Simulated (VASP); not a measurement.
# BAs (I-4m2) in VASP: a series of runs

Aim: see how the results for BAs move with the level of theory and the settings. Levels: PBE, r2SCAN. Tasks: single point.

Everything below comes from runs of VASP 6.6.1. Logs are shortened: lines on timing, memory, paths and dates and some standing lists are left out, and cuts for length are marked.

## Step 1: The cell of the first run

The structure is tetragonal, space group I-4m2 (No. 119). The conventional cell has a = 3.383 Å, b = 3.383 Å, c = 4.592 Å, α = 90.00°, β = 90.00°, γ = 90.00°. Within 2.7 Å of B (site symmetry -4m2) lie 4 As at 2.04 Å. Within 2.7 Å of As (site symmetry -4m2) lie 4 B at 2.04 Å.

## Step 2: Single point, PBE (uniaxial z strain -4.0%)

File INCAR:

```
PREC = Accurate ; ENCUT = 520
EDIFF = 1E-6 ; ISMEAR = 0
SIGMA = 0.01 ; LREAL = F
LASPH = T ; NELM = 80
ALGO = Normal ; ISIF = 2
LWAVE = F ; LCHARG = F
GGA = PE ; NBANDS = 11
```

File KPOINTS:

```
Automatic mesh
0
Gamma
  6 6 6
```

File POSCAR:

```
BAs
1.0
    0.0000000000      2.3918676041      2.2961928999
    2.3918676041      0.0000000000      2.2961928999
    2.3918676041      2.3918676041      0.0000000000
B As
1 1
Direct
    0.0000000000      0.0000000000      0.0000000000
    0.2500000000      0.2500000000      0.2500000000
```

Potentials or basis: VASP PAW PBE potentials, release 64 (B, As).

The run is started by

```console
cat potpaw_PBE.64/B/POTCAR potpaw_PBE.64/As/POTCAR > POTCAR
mpirun -np 1 vasp_std > vasp.out
```

OUTCAR:

```text
PREC = Accurate
   ENCUT = 520
   EDIFF = 1E-6
   ISMEAR = 0
   LREAL = F
   LASPH = T
   NELM = 80
   ISIF = 2
   GGA = PE

 ion  position               nearest neighbor table
   1  0.000  0.000  0.000-   2 2.04   2 2.04   2 2.04   2 2.04
   2  0.250  0.250  0.250-   1 2.04   1 2.04   1 2.04   1 2.04

  LATTYP: Found a body centered tetragonal cell.
 ALAT       =     3.3826116051
 C/A-ratio  =     1.3576450199

  Lattice vectors:

 A1 = (   0.0000000000,  -2.3918676041,  -2.2961928999)
 A2 = (   0.0000000000,   2.3918676041,  -2.2961928999)
 A3 = (   2.3918676041,   0.0000000000,   2.2961928999)

Analysis of symmetry for initial positions (statically):
=====================================================================
 Subroutine PRICEL returns:
 Original cell was already a primitive cell.

 Routine SETGRP: Setting up the symmetry group for a
 body centered tetragonal supercell.

 Subroutine GETGRP returns: Found  8 space group operations
 (whereof  8 operations were pure point group operations)
 out of a pool of 16 trial point group operations.

The static configuration has the point symmetry D_2d.

Analysis of symmetry for dynamics (positions and initial velocities):
=====================================================================
 Subroutine PRICEL returns:
 Original cell was already a primitive cell.

 Routine SETGRP: Setting up the symmetry group for a
 body centered tetragonal supercell.

 Subroutine GETGRP returns: Found  8 space group operations
 (whereof  8 operations were pure point group operations)
 out of a pool of 16 trial point group operations.

The dynamic configuration has the point symmetry D_2d.

 Subroutine INISYM returns: Found  8 space group operations
 (whereof  8 operations are pure point group operations),
 and found     1 'primitive' translations

----------------------------------------------------------------------------------------

                                     Primitive cell

  volume of cell :      26.2732

  direct lattice vectors                    reciprocal lattice vectors
     0.000000000  2.391867604  2.296192900    -0.209041671  0.209041671  0.217751740
     2.391867604  0.000000000  2.296192900     0.209041671 -0.209041671  0.217751740
     2.391867604  2.391867604  0.000000000     0.209041671  0.209041671 -0.217751740

  length of vectors
     3.315649630  3.315649630  3.382611605     0.367168436  0.367168436  0.367168436

  position of ions in fractional coordinates (direct lattice)
     0.000000000  0.000000000  0.000000000
     0.250000000  0.250000000  0.250000000

  ion indices of the primitive-cell ions
   primitive index   ion index
                 1           1
                 2           2

----------------------------------------------------------------------------------------

 KPOINTS: Automatic mesh

Automatic generation of k-mesh.
 Grid dimensions read from file:
 generate k-points for:    6    6    6

 Generating k-lattice:

  Cartesian coordinates                     Fractional coordinates (reciprocal lattice)
    -0.034840278  0.034840278  0.036291957     0.166666667  0.000000000  0.000000000
     0.034840278 -0.034840278  0.036291957     0.000000000  0.166666667  0.000000000
     0.034840278  0.034840278 -0.036291957     0.000000000  0.000000000  0.166666667

  Length of vectors
     0.061194739  0.061194739  0.061194739

  Shift w.r.t. Gamma in fractional coordinates (k-lattice)
     0.000000000  0.000000000  0.000000000

 Subroutine IBZKPT returns following result:
 ===========================================

 Found     30 irreducible k-points:

 Following reciprocal coordinates:
            Coordinates               Weight
  0.000000  0.000000  0.000000      1.000000
  0.166667  0.000000  0.000000      8.000000
  0.333333 -0.000000  0.000000      8.000000
  0.500000  0.000000  0.000000      4.000000
  0.166667  0.166667  0.000000      2.000000
  0.333333  0.166667  0.000000      8.000000
[... 16 lines left out ...]
  0.333333  0.000000  0.333333      4.000000
  0.500000  0.000000  0.333333     16.000000
 [... further k-points ...]
   k-points           NKPTS =     30   k-points in BZ     NKDIM =     30   number of bands    NBANDS=     11
   number of dos      NEDOS =    301   number of ions     NIONS =      2
   total plane-waves  NPLWV =  21952
   dimension x,y,z NGX =    28 NGY =   28 NGZ =   28
   dimension x,y,z NGXF=    56 NGYF=   56 NGZF=   56
   ions per type =               1   1
   NGX,Y,Z   is equivalent  to a cutoff of  14.04, 14.04, 13.76 a.u.
   NGXF,Y,Z  is equivalent  to a cutoff of  28.08, 28.08, 27.52 a.u.
 SYSTEM =  unknown system
   PREC   = accura    normal or accurate (medium, high low for compatibility)
   ISTART =      0    job   : 0-new  1-cont  2-samecut
   ICHARG =      2    charge: 1-file 2-atom 10-const
   ISPIN  =      1    spin polarized calculation?
   LNONCOLLINEAR =      F non collinear calculations
   LSORBIT =      F    spin-orbit coupling
[... 63 lines left out ...]
      3       6.4153      2.00000
      4       6.8010      2.00000
      5       9.6975      0.00000
      6       9.9646      0.00000
      7       9.9646      0.00000
      8      11.6837      0.00000
      9      16.3155      0.00000
     10      19.0743      0.00000
     11      20.1018      0.00000

 k-point     2 :       0.1667    0.0000    0.0000
  band No.  band energies     occupation
      1      -8.7291      2.00000
      2       3.5221      2.00000
      3       5.6765      2.00000
      4       5.9988      2.00000
      5       9.9408      0.00000
      6      10.8007      0.00000
      7      10.8298      0.00000
      8      13.5209      0.00000
      9      17.6135      0.00000
     10      17.6634      0.00000
     11      18.2825      0.00000

 k-point     3 :       0.3333   -0.0000    0.0000
  band No.  band energies     occupation
      1      -7.4111      2.00000
      2      -0.3744      2.00000
      3       4.7579      2.00000
      4       5.1902      2.00000
      5       9.5314      0.00000
      6      11.3107      0.00000
      7      11.6280      0.00000
      8      15.3973      0.00000
      9      18.0787      0.00000
     10      18.7688      0.00000
     11      18.9228      0.00000

 k-point     4 :       0.5000    0.0000    0.0000
  band No.  band energies     occupation
      1      -6.1870      2.00000
      2      -2.5179      2.00000
      3       4.4175      2.00000
      4       4.9008      2.00000
      5       9.3518      0.00000
      6      11.1824      0.00000
      7      11.6514      0.00000
      8      15.4979      0.00000
      9      19.4571      0.00000
     10      21.2408      0.00000
     11      21.6287      0.00000

 k-point     5 :       0.1667    0.1667    0.0000
  band No.  band energies     occupation
      1      -8.5382      2.00000
      2       4.5250      2.00000
      3       4.6003      2.00000
      4       4.6003      2.00000
      5       8.5287      0.00000
      6      12.3695      0.00000
      7      12.3695      0.00000
      8      12.4713      0.00000
      9      16.9741      0.00000
     10      18.7830      0.00000
     11      19.7917      0.00000
[... 211 lines left out ...]
 k-point    21 :      -0.1667    0.3333    0.1667
  band No.  band energies     occupation
      1      -6.3424      2.00000
      2      -0.2740      2.00000
      3       1.6750      2.00000
      4       3.0737      2.00000
      5      10.4427      0.00000
      6      11.8649      0.00000
      7      12.1490      0.00000
      8      16.1609      0.00000
      9      17.9561      0.00000
     10      20.3370      0.00000
     11      22.8936      0.00000

 k-point    22 :      -0.3333    0.5000    0.1667
  band No.  band energies     occupation
      1      -4.5428      2.00000
      2      -1.6946      2.00000
      3       1.0516      2.00000
      4       1.2851      2.00000
      5       9.9416      0.00000
      6      10.1409      0.00000
      7      15.3815      0.00000
      8      15.7157      0.00000
      9      19.3353      0.00000
     10      22.7152      0.00000
     11      22.8282      0.00000

 k-point    23 :       0.3333    0.0000    0.3333
  band No.  band energies     occupation
      1      -6.8322      2.00000
      2       0.3795      2.00000
      3       3.0276      2.00000
      4       3.1271      2.00000
      5       7.9718      0.00000
      6       9.7466      0.00000
      7      15.4460      0.00000
      8      16.3989      0.00000
      9      18.1605      0.00000
     10      22.2263      0.00000
     11      22.9464      0.00000

 k-point    24 :       0.5000    0.0000    0.3333
  band No.  band energies     occupation
      1      -5.4992      2.00000
      2      -1.3969      2.00000
      3       1.3699      2.00000
      4       2.8791      2.00000
      5       8.5260      0.00000
      6      10.6536      0.00000
      7      15.7745      0.00000
      8      16.7069      0.00000
      9      18.9668      0.00000
     10      22.4138      0.00000
     11      23.1979      0.00000

 [... further k-points ...]

------------------------ aborting loop because EDIFF is reached ----------------------------------------

  FORCE on cell =-STRESS in cart. coord.  units (eV):
  Direction    XX          YY          ZZ          XY          YZ          ZX
  --------------------------------------------------------------------------------------
  -------------------------------------------------------------------------------------
  Total        1.0680159      1.0680159      2.3858522      0.0000000     -0.0000000     -0.0000000
  in kB       65.1291867     65.1291867    145.4927927      0.0000000     -0.0000000     -0.0000000
  external PRESSURE =      91.9170554 kB  Pullay stress =       0.0000000 kB

 VOLUME and BASIS-vectors are now :
 -----------------------------------------------------------------------------
  energy-cutoff  :      520.00
  volume of cell :       26.27
      direct lattice vectors                 reciprocal lattice vectors
     0.000000000  2.391867604  2.296192900    -0.209041671  0.209041671  0.217751740
     2.391867604  0.000000000  2.296192900     0.209041671 -0.209041671  0.217751740
     2.391867604  2.391867604  0.000000000     0.209041671  0.209041671 -0.217751740

 POSITION                                       TOTAL-FORCE (eV/Angst)
 -----------------------------------------------------------------------------------
      0.00000      0.00000      0.00000        -0.000000     -0.000000      0.000000
      1.19593      1.19593      1.14810         0.000000      0.000000     -0.000000
 -----------------------------------------------------------------------------------
    total drift:                               -0.000000     -0.000000     -0.000000

  FREE ENERGIE OF THE ION-ELECTRON SYSTEM (eV)
  ---------------------------------------------------
  free  energy   TOTEN  =       -11.3307964249 eV

  energy  without entropy=      -11.3307964249  energy(sigma->0) =      -11.33079642
```

It took 14 s on 1 thread of Intel Xeon Platinum 8259CL at 2.50GHz (Skylake/Cascade Lake), shared host; peak memory 0.15 GiB.

What came out:

| Quantity | Value |
| --- | --- |
| Free energy | -11.3308 eV |
| Pressure | 9.2 GPa |
| Band gap on the k mesh | 0.63 eV, indirect (least direct gap 2.90 eV) |

Stress tensor (GPa, compression positive):
```
 6.51  0.00  0.00
 0.00  6.51  0.00
 0.00  0.00 14.55
```

Levels at points of the mesh, in eV from the valence-band top:
```csv
k point,band 1,band 2,band 3,band 4,band 5,band 6,band 7,band 8,band 9
"(0.00, 0.00, 0.00)",-16.00,-0.39,-0.39,0.00,2.90,3.16,3.16,4.88,9.51
"(0.50, 0.00, 0.00)",-12.99,-9.32,-2.38,-1.90,2.55,4.38,4.85,8.70,12.66
"(0.50, 0.50, 0.00)",-11.38,-8.76,-4.75,-4.75,0.80,0.81,11.47,11.47,13.20
"(0.50, 0.00, 0.50)",-11.73,-9.11,-4.39,-4.32,1.29,1.33,11.08,11.69,12.74
```

Caveat: the cell differs from its parent crystal (uniaxial z strain -4.0%). A k mesh can miss the band edges.

## Step 3: Single point, PBE (uniaxial z strain -4.0%)

File INCAR:

```
ALGO     = Normal         # electronic algorithm
EDIFF    = 1E-6           # SCF threshold, eV
ENCUT    = 520            # plane-wave cutoff, eV
GGA      = PE             # functional
ISIF     = 2              # what is computed and relaxed
ISMEAR   = -1             # smearing method
LASPH    = T              # aspherical terms in the spheres
LCHARG   = F              # write CHGCAR
LREAL    = F              # projectors in reciprocal space
LWAVE    = F              # write WAVECAR
NBANDS   = 11             # bands
NELM     = 80             # most SCF steps
PREC     = Accurate       # precision mode
SIGMA    = 0.02           # smearing width, eV
```

File KPOINTS:

```
k-points
0
Gamma
  10 10 10
```

POSCAR is that of step 2.

Potentials or basis: VASP PAW PBE potentials, release 64 (B, As).

The run is started by

```console
cat potpaw_PBE.64/B/POTCAR potpaw_PBE.64/As/POTCAR > POTCAR
mpirun -np 1 vasp_std > vasp.out
```

Run time: 52 s. Hardware: 1 thread of Intel Xeon Platinum 8259CL at 2.50GHz (Skylake/Cascade Lake), shared host; peak memory 0.17 GiB.

The run converged. Its results:

```yaml
Free_energy: -11.3497 eV
Pressure: 9.1 GPa
Band_gap_on_the_k_mesh: 0.52 eV, indirect (least direct gap 2.90 eV)
```

Stress tensor (GPa, compression positive):
```
 6.44  0.00  0.00
 0.00  6.44  0.00
 0.00  0.00 14.55
```

Levels at points of the mesh, in eV from the valence-band top:
```csv
k point,band 1,band 2,band 3,band 4,band 5,band 6,band 7,band 8
"(0.00, 0.00, 0.00)",-16.00,-0.39,-0.39,0.00,2.90,3.17,3.17,4.88
"(0.50, 0.00, 0.00)",-12.99,-9.32,-2.38,-1.90,2.55,4.38,4.85,8.70
"(0.50, 0.50, 0.00)",-11.38,-8.76,-4.75,-4.75,0.80,0.81,11.47,11.47
"(0.50, 0.00, 0.50)",-11.73,-9.11,-4.39,-4.32,1.29,1.33,11.08,11.69
```

Caveat: the cell differs from its parent crystal (uniaxial z strain -4.0%). A k mesh can miss the band edges.

## Step 4: Single point, r2SCAN (uniaxial z strain -4.0%)

POSCAR is that of step 3.

File INCAR.step1:

```
PREC     = Accurate       # precision mode
ENCUT    = 520            # plane-wave cutoff, eV
ISMEAR   = 0              # smearing method
SIGMA    = 0.01           # smearing width, eV
LREAL    = F              # projectors in reciprocal space
LASPH    = T              # aspherical terms in the spheres
NELM     = 80             # most SCF steps
NBANDS   = 11             # bands
GGA      = PE             # functional
ALGO     = Normal         # electronic algorithm
EDIFF    = 1E-4           # SCF threshold, eV
LWAVE    = T              # write WAVECAR
LCHARG   = F              # write CHGCAR
```

File INCAR.step2:

```
PREC     = Accurate       # precision mode
ENCUT    = 520            # plane-wave cutoff, eV
EDIFF    = 1E-6           # SCF threshold, eV
ISMEAR   = 0              # smearing method
SIGMA    = 0.01           # smearing width, eV
LREAL    = F              # projectors in reciprocal space
LASPH    = T              # aspherical terms in the spheres
NELM     = 80             # most SCF steps
ALGO     = Normal         # electronic algorithm
ISIF     = 2              # what is computed and relaxed
LWAVE    = F              # write WAVECAR
LCHARG   = F              # write CHGCAR
METAGGA  = R2SCAN         # meta-GGA
LMIXTAU  = T            
NBANDS   = 11             # bands
ISTART   = 1
```

File KPOINTS:

```
regular mesh
0
Gamma
  10 10 10
```

The run is started by

```console
cat potpaw_PBE.64/B/POTCAR potpaw_PBE.64/As/POTCAR > POTCAR
cp INCAR.step1 INCAR
mpirun -np 1 vasp_std > vasp.out
cp INCAR.step2 INCAR
mpirun -np 1 vasp_std > vasp.out
```

Run time: 3.5 min. Hardware: 1 thread of AMD EPYC 7R43 (Zen 3), shared host; peak memory 0.15 GiB.

Results (log left out):

| Item | Value |
| --- | --- |
| Free energy | -22.2129 eV |
| Pressure | 6.6 GPa |
| Band gap on the k mesh | 0.68 eV, indirect (least direct gap 3.03 eV) |

Stress tensor (GPa, compression positive):
```
 3.65  0.00  0.00
 0.00  3.65  0.00
 0.00  0.00 12.48
```

Levels at points of the mesh, in eV from the valence-band top:
```
           k point  band 1  band 2  band 3  band 4  band 5  band 6  band 7  band 8  band 9
(0.00, 0.00, 0.00)  -16.78   -0.41   -0.41    0.00    3.03    3.32    3.32    5.35   10.32
(0.50, 0.00, 0.00)  -13.62   -9.80   -2.53   -2.02    2.82    4.64    5.12    9.41   13.58
(0.50, 0.50, 0.00)  -11.88   -9.31   -5.02   -5.02    0.96    1.02   12.26   12.26   14.24
(0.50, 0.00, 0.50)  -12.24   -9.67   -4.64   -4.56    1.47    1.58   11.85   12.49   13.75
```

Caveat: the cell differs from its parent crystal (uniaxial z strain -4.0%); the PAW data sets were made with another functional, which shifts forces and pressure a little. A k mesh can miss the band edges.

## Step 5: Single point, PBE (uniaxial z strain -4.0%)

File INCAR:

```
ALGO     = Normal         # electronic algorithm
EDIFF    = 1E-6           # SCF threshold, eV
ENCUT    = 600            # plane-wave cutoff, eV
GGA      = PE             # functional
GGA_COMPAT= F            
ISIF     = 2              # what is computed and relaxed
ISMEAR   = -1             # smearing method
LASPH    = T              # aspherical terms in the spheres
LCHARG   = F              # write CHGCAR
LREAL    = F              # projectors in reciprocal space
LWAVE    = F              # write WAVECAR
NBANDS   = 16             # bands
NELM     = 120            # most SCF steps
PREC     = Accurate       # precision mode
SIGMA    = 0.02           # smearing width, eV
```

File KPOINTS:

```
k-points
0
Gamma
  10 10 10
```

POSCAR is that of step 4.

Potentials or basis: VASP PAW PBE potentials, release 64 (B, As_d).

The run is started by

```console
cat potpaw_PBE.64/B/POTCAR potpaw_PBE.64/As_d/POTCAR > POTCAR
mpirun -np 1 vasp_std > vasp.out
```

Run time: 43 s. Hardware: 1 thread of Intel Xeon Platinum 8259CL at 2.50GHz (Skylake/Cascade Lake), shared host; peak memory 0.19 GiB.

The run converged. Its results:

| Property | Result |
| --- | --- |
| Free energy | -11.3893 eV |
| Pressure | 8.1 GPa |
| Band gap on the k mesh | 0.53 eV, indirect (least direct gap 2.91 eV) |

Stress tensor (GPa, compression positive):
```
 5.37  0.00  0.00
 0.00  5.37  0.00
 0.00  0.00 13.55
```

Levels at points of the mesh, in eV from the valence-band top:
```csv
k point,band 7,band 8,band 9,band 10,band 11,band 12
"(0.00, 0.00, 0.00)",-0.39,-0.39,0.00,2.91,3.17,3.17
"(0.50, 0.00, 0.00)",-9.30,-2.38,-1.90,2.56,4.40,4.87
"(0.50, 0.50, 0.00)",-8.75,-4.75,-4.75,0.81,0.82,11.52
"(0.50, 0.00, 0.50)",-9.09,-4.38,-4.31,1.30,1.34,11.14
```

Caveat: the cell differs from its parent crystal (uniaxial z strain -4.0%). A k mesh can miss the band edges.

## Step 6: Overview

```csv
level,potentials or basis,k mesh,cutoff (eV),smearing,second run,gap on the mesh (eV),pressure (GPa)
PBE,"VASP PAW PBE potentials, release 64 (B, As)",6 × 6 × 6,520,gaussian 0.01 eV,-,0.63,9.2
PBE,"VASP PAW PBE potentials, release 64 (B, As)",10 × 10 × 10,520,fermi-dirac 0.02 eV,-,0.52,9.1
r2SCAN,"VASP PAW PBE potentials, release 64 (B, As)",10 × 10 × 10,520,gaussian 0.01 eV,-,0.68,6.6
PBE,"VASP PAW PBE potentials, release 64 (B, As_d)",10 × 10 × 10,600,fermi-dirac 0.02 eV,valence_matched,0.53,8.1
```

Alike in all rows: task single point; no spin polarisation; cell as given.

Caveats: the PAW data sets were made with another functional, which shifts forces and pressure a little (some runs).

Total energies depend on the potentials used, so only differences within one code and one set of settings carry meaning.
